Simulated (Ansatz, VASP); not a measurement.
## Ge in VASP and in Ansatz

File INCAR:

```
ALGO = Normal
EDIFF = 1E-7
ENCUT = 520
GGA = PS
ISIF = 2
ISMEAR = 0
LASPH = T
LCHARG = F
LREAL = F
LWAVE = F
NBANDS = 36
NELM = 60
PREC = Accurate
SIGMA = 0.15
```

KPOINTS

```
k-points
0
Gamma
  12 12 8
```

Contents of POSCAR:

```
Ge
1.0
    4.1008171026      0.0000000000      0.0000000000
   -2.0504085513      3.5514117871      0.0000000000
    0.0000000000      0.0000000000      6.2493425316
Ge
4
Direct
    0.0000000000      0.0000000000      0.0711500000
    0.0000000000      0.0000000000      0.5711500000
    0.3333333333      0.6666666667      0.8211500000
    0.6666666667      0.3333333333      0.3211500000
```

Input for Ansatz:

```yaml
crystal:
  lattice:
    - [4.1008171026, 0.0, 0.0]
    - [-2.0504085513, 3.5514117871, 0.0]
    - [0.0, 0.0, 6.2493425316]
  atoms:
    - { symbol: Ge, position: [0.0, 0.0, 0.07115] }
    - { symbol: Ge, position: [0.0, 0.0, 0.57115] }
    - { symbol: Ge, position: [0.3333333333, 0.6666666667, 0.82115] }
    - { symbol: Ge, position: [0.6666666667, 0.3333333333, 0.32115] }
basis:
  ecutwfc: 420
kpoints:
  mp_grid: { grid: [12, 12, 8] }
hamiltonian:
  xc: pbesol
scf:
  occupations: { method: gaussian, width: 0.15 }
output:
  forces: true
  stress: true
  eigenvalues: true
  write_density: true
  write_potential: true
  elf: true
  volumetric_format: npy
```

Change from the starting cell: strain +0.080 along x and y, +0.000 along z, atoms carried along.

Alike in both runs: task single point; functional PBEsol; k mesh 12 × 12 × 8; occupations gaussian, width 0.15 eV; no spin polarisation.

```csv
,VASP,Ansatz
version,VASP 6.6.1,Ansatz 0.2.0
potentials or method,"VASP PAW PBE potentials, release 64 (Ge_d), cutoff 520 eV","scalar-relativistic, plane waves, PAW"
valence electrons in the cell,56,56
```

```csv
,VASP,Ansatz,Ansatz less VASP
gap on the k mesh at the Fermi level (eV),none,none,-
pressure (GPa),-7.2,-7.3,-0.09
"traceless stress, the component that is largest in VASP (GPa)",-0.08,-0.08,-0.006
```

VASP's potentials were made for PBE, not for PBEsol. A gap of «none» marks a metal or a gap that the smearing closes.
